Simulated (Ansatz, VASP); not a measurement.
## Two plane-wave programs on Cr

The input INCAR:

```
PREC     = Accurate       # precision mode
ENCUT    = 520            # plane-wave cutoff, eV
EDIFF    = 1E-7           # SCF threshold, eV
ISMEAR   = -1             # smearing method
SIGMA    = 0.1            # smearing width, eV
LREAL    = False          # projectors in reciprocal space
LASPH    = True           # aspherical terms in the spheres
NELM     = 60             # most SCF steps
ALGO     = Normal         # electronic algorithm
ISIF     = 2              # what is computed and relaxed
LWAVE    = False          # write WAVECAR
LCHARG   = False          # write CHGCAR
GGA      = B5             # functional
ALDAX    = 1.0          
AGGAX    = 1.0          
AGGAC    = 1.0          
ALDAC    = 0.0          
NBANDS   = 12             # bands
```

File KPOINTS:

```
regular mesh
0
Gamma
  25 25 25
```

POSCAR

```
Cr
1.0
   -1.4950839514      1.4950839514      1.4950839514
    1.4950839514     -1.4950839514      1.4950839514
    1.4950839514      1.4950839514     -1.4950839514
Cr
1
Direct
    0.0000000000      0.0000000000      0.0000000000
```

Input for Ansatz:

```yaml
crystal:
  lattice:
    - [-1.4950839533, 1.4950839533, 1.4950839533]
    - [1.4950839533, -1.4950839533, 1.4950839533]
    - [1.4950839533, 1.4950839533, -1.4950839533]
  atoms:
    - { symbol: Cr, position: [0.0, 0.0, 0.0] }
hamiltonian:
  xc: blyp
  pseudopotentials:
    kind: paw
    azcp:
      Cr: "pseudopotentials/Cr.paw.azcp"
basis:
  ecutwfc: 420
  fft_grid_basis: typed
kpoints:
  mp_grid: { grid: [25, 25, 25], shift: [0, 0, 0] }
magnetization:
  spin_polarized: false
scf:
  occupations: { method: fermi_dirac, width: 0.1 }
output:
  stress: true
```

Alike in both runs: task single point; functional BLYP; k mesh 25 × 25 × 25; occupations fermi-dirac, width 0.1 eV; no spin polarisation.

```csv
,VASP,Ansatz
version,VASP 6.6.1,Ansatz 0.2.0
potentials or method,"VASP PAW PBE potentials, release 64 (Cr_pv), cutoff 520 eV","plane waves (420 eV) with PAW, scalar-relativistic"
valence electrons in the cell,12,14
```

Ansatz gave:

```
pressure (GPa) : -20.7
```

**Question.** What did VASP give for the same quantities?

**Answer.** Pressure (GPa): -20.8.

VASP's potentials were made for PBE, not for BLYP. VASP's potentials hold 12 valence electrons a cell and Ansatz's 14, so a difference there can come from the potentials and not from the codes.
